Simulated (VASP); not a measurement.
# SiC (F-43m) in VASP: a series of runs, part 2 of 2

VASP 6.6.1. Earlier steps stand in the parts before.

### 3 Single point, r2SCAN

The input, POSCAR:

```
SiC
1.0
    8.7137060000      0.0000000000      0.0000000000
    0.0000000000      8.7137060000      0.0000000000
    0.0000000000      0.0000000000      8.7137060000
Si C
32 32
Direct
    0.0000000000      0.0000000000      0.0000000000
    0.0000000000      0.0000000000      0.5000000000
    0.0000000000      0.5000000000      0.0000000000
    0.0000000000      0.5000000000      0.5000000000
    0.5000000000      0.0000000000      0.0000000000
    0.5000000000      0.0000000000      0.5000000000
    0.5000000000      0.5000000000      0.0000000000
    0.5000000000      0.5000000000      0.5000000000
    0.2500000000      0.2500000000      0.0000000000
    0.2500000000      0.2500000000      0.5000000000
    0.2500000000      0.7500000000      0.0000000000
    0.2500000000      0.7500000000      0.5000000000
    0.7500000000      0.2500000000      0.0000000000
    0.7500000000      0.2500000000      0.5000000000
    0.7500000000      0.7500000000      0.0000000000
    0.7500000000      0.7500000000      0.5000000000
    0.2500000000      0.0000000000      0.2500000000
    0.2500000000      0.0000000000      0.7500000000
    0.2500000000      0.5000000000      0.2500000000
    0.2500000000      0.5000000000      0.7500000000
    0.7500000000      0.0000000000      0.2500000000
    0.7500000000      0.0000000000      0.7500000000
    0.7500000000      0.5000000000      0.2500000000
    0.7500000000      0.5000000000      0.7500000000
    0.0000000000      0.2500000000      0.2500000000
    0.0000000000      0.2500000000      0.7500000000
    0.0000000000      0.7500000000      0.2500000000
    0.0000000000      0.7500000000      0.7500000000
    0.5000000000      0.2500000000      0.2500000000
    0.5000000000      0.2500000000      0.7500000000
    0.5000000000      0.7500000000      0.2500000000
    0.5000000000      0.7500000000      0.7500000000
    0.1250000000      0.1250000000      0.1250000000
    0.1250000000      0.1250000000      0.6250000000
    0.1250000000      0.6250000000      0.1250000000
    0.1250000000      0.6250000000      0.6250000000
    0.6250000000      0.1250000000      0.1250000000
    0.6250000000      0.1250000000      0.6250000000
    0.6250000000      0.6250000000      0.1250000000
    0.6250000000      0.6250000000      0.6250000000
    0.3750000000      0.3750000000      0.1250000000
    0.3750000000      0.3750000000      0.6250000000
    0.3750000000      0.8750000000      0.1250000000
    0.3750000000      0.8750000000      0.6250000000
    0.8750000000      0.3750000000      0.1250000000
    0.8750000000      0.3750000000      0.6250000000
    0.8750000000      0.8750000000      0.1250000000
    0.8750000000      0.8750000000      0.6250000000
    0.3750000000      0.1250000000      0.3750000000
    0.3750000000      0.1250000000      0.8750000000
    0.3750000000      0.6250000000      0.3750000000
    0.3750000000      0.6250000000      0.8750000000
    0.8750000000      0.1250000000      0.3750000000
    0.8750000000      0.1250000000      0.8750000000
    0.8750000000      0.6250000000      0.3750000000
    0.8750000000      0.6250000000      0.8750000000
    0.1250000000      0.3750000000      0.3750000000
    0.1250000000      0.3750000000      0.8750000000
    0.1250000000      0.8750000000      0.3750000000
    0.1250000000      0.8750000000      0.8750000000
    0.6250000000      0.3750000000      0.3750000000
    0.6250000000      0.3750000000      0.8750000000
    0.6250000000      0.8750000000      0.3750000000
    0.6250000000      0.8750000000      0.8750000000
```

The input, INCAR.step1:

```
  ALGO = Normal
  EDIFF = 1E-4
  ENCUT = 520
  GGA = PE
  ISMEAR = -1
  LASPH = T
  LCHARG = F
  LREAL = Auto
  LWAVE = T
  NBANDS = 166
  NELM = 80
  PREC = Accurate
  SIGMA = 0.05
```

The input, INCAR.step2:

```
  ALGO = Normal
  EDIFF = 1E-6
  ENCUT = 520
  ISIF = 2
  ISMEAR = -1
  ISTART = 1
  LASPH = T
  LCHARG = T
  LELF = T
  LMIXTAU = T
  LREAL = Auto
  LVHAR = T
  LWAVE = F
  METAGGA = R2SCAN
  NBANDS = 166
  NELM = 80
  PREC = Accurate
  SIGMA = 0.05
```

The input, KPOINTS:

```
k-points
0
Gamma
  1 1 1
```

Potentials or basis: VASP PAW PBE potentials, release 64 (Si, C).

The run is started by

```
cat potpaw_PBE.64/Si/POTCAR potpaw_PBE.64/C/POTCAR > POTCAR
cp INCAR.step1 INCAR
mpirun -np 1 vasp_gam > vasp.out
cp INCAR.step2 INCAR
mpirun -np 1 vasp_gam > vasp.out
```

OUTCAR:

```text
EDIFF = 1E-6
   ENCUT = 520
   ISIF = 2
   ISMEAR = -1
   ISTART = 1
   LASPH = T
   LREAL = Auto
   METAGGA = R2SCAN
   NELM = 80
   PREC = Accurate

 ion  position               nearest neighbor table
   1  0.000  0.000  0.000-  33 1.89  47 1.89  54 1.89  60 1.89  17 3.08  18 3.08  21 3.08  22 3.08
                            25 3.08  26 3.08  27 3.08  28 3.08   9 3.08  11 3.08  13 3.08  15 3.08
   2  0.000  0.000  0.500-  34 1.89  48 1.89  53 1.89  59 1.89  17 3.08  18 3.08  21 3.08  22 3.08
                            25 3.08  26 3.08  27 3.08  28 3.08  10 3.08  12 3.08  14 3.08  16 3.08
   3  0.000  0.500  0.000-  35 1.89  45 1.89  56 1.89  58 1.89  19 3.08  20 3.08  23 3.08  24 3.08
                            25 3.08  26 3.08  27 3.08  28 3.08   9 3.08  11 3.08  13 3.08  15 3.08
   4  0.000  0.500  0.500-  36 1.89  46 1.89  55 1.89  57 1.89  19 3.08  20 3.08  23 3.08  24 3.08
                            25 3.08  26 3.08  27 3.08  28 3.08  10 3.08  12 3.08  14 3.08  16 3.08
   5  0.500  0.000  0.000-  37 1.89  43 1.89  50 1.89  64 1.89  17 3.08  18 3.08  21 3.08  22 3.08
                            29 3.08  30 3.08  31 3.08  32 3.08   9 3.08  11 3.08  13 3.08  15 3.08
   6  0.500  0.000  0.500-  38 1.89  44 1.89  49 1.89  63 1.89  17 3.08  18 3.08  21 3.08  22 3.08
                            29 3.08  30 3.08  31 3.08  32 3.08  10 3.08  12 3.08  14 3.08  16 3.08
   7  0.500  0.500  0.000-  39 1.89  41 1.89  52 1.89  62 1.89  19 3.08  20 3.08  23 3.08  24 3.08
                            29 3.08  30 3.08  31 3.08  32 3.08   9 3.08  11 3.08  13 3.08  15 3.08
   8  0.500  0.500  0.500-  40 1.89  42 1.89  51 1.89  61 1.89  19 3.08  20 3.08  23 3.08  24 3.08
                            29 3.08  30 3.08  31 3.08  32 3.08  10 3.08  12 3.08  14 3.08  16 3.08
   9  0.250  0.250  0.000-  33 1.89  41 1.89  50 1.89  58 1.89  17 3.08  18 3.08  19 3.08  20 3.08
[... 77 lines left out ...]
  63  0.625  0.875  0.375-   6 1.89  16 1.89  21 1.89  31 1.89
  64  0.625  0.875  0.875-   5 1.89  15 1.89  22 1.89  32 1.89

  LATTYP: Found a simple cubic cell.
 ALAT       =     8.7137060000

  Lattice vectors:

 A1 = (   8.7137060000,   0.0000000000,   0.0000000000)
 A2 = (   0.0000000000,   8.7137060000,   0.0000000000)
 A3 = (   0.0000000000,   0.0000000000,   8.7137060000)

Analysis of symmetry for initial positions (statically):
=====================================================================
 Subroutine PRICEL returns following result:

  LATTYP: Found a face centered cubic cell.
 ALAT       =     4.3568530000
[... 150 lines left out ...]
 maximum number of plane-waves:      8923
 NGX is ok and might be reduce to    70
   NGX = 33   NGY = 33   NGZ = 33

 number of electron     255.9999958 magnetization

 Free energy of the ion-electron system (eV)
  ---------------------------------------------------
  ext. energy  EPLUGINS =         0.00000000
  ---------------------------------------------------
  free energy    TOTEN  =      -614.53248812 eV

  energy without entropy =     -614.53248758  energy(sigma->0) =     -614.53248785

 E-fermi :   8.8862     XC(G=0): -11.9204

 val. band max:        8.0467715213   @ k =   0.0000   0.0000   0.0000
 cond. band min:       9.7255712590   @ k =   0.0000   0.0000   0.0000
 fundamental gap:      1.6787997377
 Fermi energy:         8.8861785710

 k-point     1 :       0.0000    0.0000    0.0000
  band No.  band energies     occupation
      1      -8.1582      2.00000
      2      -6.5030      2.00000
      3      -6.5030      2.00000
      4      -6.5030      2.00000
      5      -6.5030      2.00000
      6      -6.5030      2.00000
[... 132 lines left out ...]
    139      12.8270      0.00000
    140      12.8270      0.00000
 [bands above 140 left out]

------------------------ aborting loop because EDIFF is reached ----------------------------------------

  FORCE on cell =-STRESS in cart. coord.  units (eV):
  Direction    XX          YY          ZZ          XY          YZ          ZX
  --------------------------------------------------------------------------------------
  -------------------------------------------------------------------------------------
  Total       -0.2739941     -0.2739941     -0.2739941     -0.0000000      0.0000000      0.0000000
  in kB       -0.6635034     -0.6635034     -0.6635034     -0.0000000      0.0000000      0.0000000
  external PRESSURE =      -0.6635034 kB  Pullay stress =       0.0000000 kB

 VOLUME and BASIS-vectors are now :
 -----------------------------------------------------------------------------
  energy-cutoff  :      520.00
  volume of cell :      661.62
      direct lattice vectors                 reciprocal lattice vectors
     8.713706000  0.000000000  0.000000000     0.114761733  0.000000000  0.000000000
     0.000000000  8.713706000  0.000000000     0.000000000  0.114761733  0.000000000
     0.000000000  0.000000000  8.713706000     0.000000000  0.000000000  0.114761733

 POSITION                                       TOTAL-FORCE (eV/Angst)
 -----------------------------------------------------------------------------------
      0.00000      0.00000      0.00000        -0.000000      0.000000     -0.000000
      0.00000      0.00000      4.35685        -0.000000      0.000000     -0.000000
      0.00000      4.35685      0.00000        -0.000000      0.000000     -0.000000
      0.00000      4.35685      4.35685        -0.000000      0.000000     -0.000000
      4.35685      0.00000      0.00000        -0.000000      0.000000     -0.000000
      4.35685      0.00000      4.35685        -0.000000      0.000000     -0.000000
[... 56 lines left out ...]
      5.44607      7.62449      3.26764         0.000000     -0.000000      0.000000
      5.44607      7.62449      7.62449        -0.000000      0.000000      0.000000
 -----------------------------------------------------------------------------------
    total drift:                               -0.000000     -0.000000     -0.000000

  FREE ENERGIE OF THE ION-ELECTRON SYSTEM (eV)
  ---------------------------------------------------
  free  energy   TOTEN  =      -614.5324881235 eV

  energy  without entropy=     -614.5324875773  energy(sigma->0) =     -614.53248785
```

OUTCAR.step1:

```text
EDIFF = 1E-4
   ENCUT = 520
   GGA = PE
   ISMEAR = -1
   LASPH = T
[... 457 lines left out ...]
      4.35685      0.00000      0.00000         0.000000     -0.000000     -0.000000
      4.35685      0.00000      4.35685         0.000000     -0.000000     -0.000000
[... 56 lines left out ...]
      5.44607      7.62449      3.26764        -0.000000     -0.000000     -0.000000
      5.44607      7.62449      7.62449         0.000000     -0.000000      0.000000
 -----------------------------------------------------------------------------------
    total drift:                               -0.000000     -0.000000     -0.000000

  FREE ENERGIE OF THE ION-ELECTRON SYSTEM (eV)
  ---------------------------------------------------
  free  energy   TOTEN  =      -477.7350541702 eV

  energy  without entropy=     -477.7350354929  energy(sigma->0) =     -477.73504483
```

OSZICAR.step1:

```text
N       E                     dE             d eps       ncg     rms          rms(c)
DAV:   1     0.156262941331E+04    0.15626E+04   -0.13581E+05   332   0.149E+03
DAV:   2    -0.376944335930E+03   -0.19396E+04   -0.18188E+04   442   0.288E+02
DAV:   3    -0.535559125898E+03   -0.15861E+03   -0.15689E+03   392   0.819E+01
DAV:   4    -0.539547338574E+03   -0.39882E+01   -0.39737E+01   392   0.143E+01
DAV:   5    -0.539647538707E+03   -0.10020E+00   -0.99958E-01   392   0.226E+00    0.503E+01
DAV:   6    -0.479701238954E+03    0.59946E+02   -0.20259E+02   360   0.244E+01    0.221E+01
DAV:   7    -0.477969995851E+03    0.17312E+01   -0.17155E+01   408   0.747E+00    0.981E+00
DAV:   8    -0.477741365552E+03    0.22863E+00   -0.10251E+00   376   0.205E+00    0.236E+00
DAV:   9    -0.477730171182E+03    0.11194E-01   -0.12260E-01   384   0.755E-01    0.416E-01
DAV:  10    -0.477734795005E+03   -0.46238E-02   -0.15205E-02   384   0.245E-01    0.198E-01
DAV:  11    -0.477735032367E+03   -0.23736E-03   -0.21469E-03   376   0.102E-01    0.555E-02
DAV:  12    -0.477735054170E+03   -0.21803E-04   -0.74177E-05   242   0.195E-02
   1 F= -.47773505E+03 E0= -.47773504E+03  d E =-.186774E-04
```

It took 14 min on 1 thread of AMD EPYC 7R43 (Zen 3), shared host; peak memory 0.7 GiB.

What came out:

* Free energy: -614.5325 eV
* Pressure: -0.1 GPa
* Band gap on the k mesh: 1.68 eV

Levels at points of the mesh, in eV from the valence-band top:
```tsv
k point	band 126	band 127	band 128	band 129	band 130	band 131
(0.00, 0.00, 0.00)	0.00	0.00	0.00	1.68	1.68	1.68
```

Caveat: the k points lie up to 0.72 Å⁻¹ apart; the PAW data sets were made with another functional, which shifts forces and pressure a little; an odd mesh through Γ misses points on the zone boundary, where band edges can lie.
